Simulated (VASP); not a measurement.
Ge2Sb2O, 5 atoms in the cell. Symmetry: I4/mmm, No. 139, tetragonal system. The conventional cell has a = 4.178 Å, b = 4.178 Å, c = 12.925 Å, α = 90.00°, β = 90.00°, γ = 90.00°. Ge (site symmetry 4mm) has 5 Sb at 2.64 to 2.96 Å and 4 O at 3.57 Å within 3.6 Å. Within 2.4 Å of Sb (site symmetry 4mm) lie 1 O at 1.82 Å. O (site symmetry 4/mmm) has 2 Sb at 1.82 Å within 2.4 Å. The cell was built from a structure type or drawn by symmetry, and may not be a known phase.

```yaml
Program: VASP 6.6.1
Task: relaxation of cell and atoms
Functional: PBE
Potentials_or_basis: VASP PAW PBE potentials, release 64 (Ge_d, Sb, O)
Cutoff: 600 eV
k_mesh: 6 × 6 × 6
Occupations: gaussian, width 0.1 eV
Spin: no spin polarisation
Dipole_correction: no
Further_INCAR_settings: ALGO = Normal; EDIFF = 1e-07; IBRION = 2; EDIFFG = -0.04; NSW = 90; ISIF = 3
```

Potentials or basis: VASP PAW PBE potentials, release 64 (Ge_d, Sb, O).

The run is started by

```console
$ cat potpaw_PBE.64/Ge_d/POTCAR potpaw_PBE.64/Sb/POTCAR potpaw_PBE.64/O/POTCAR > POTCAR
$ mpirun -np 1 vasp_std > vasp.out
```

Hardware: 1 thread of Intel(R) Xeon(R) 6975P-C (Granite Rapids), on a shared host.

**Question.** Estimate the wall time of this run.

**Answer.** Wall time 39 min on 1 thread of Intel(R) Xeon(R) 6975P-C (Granite Rapids), with other jobs on the host, peak memory 0.66 GiB. Counts: scf iterations 293, k points 30, ion steps 28.
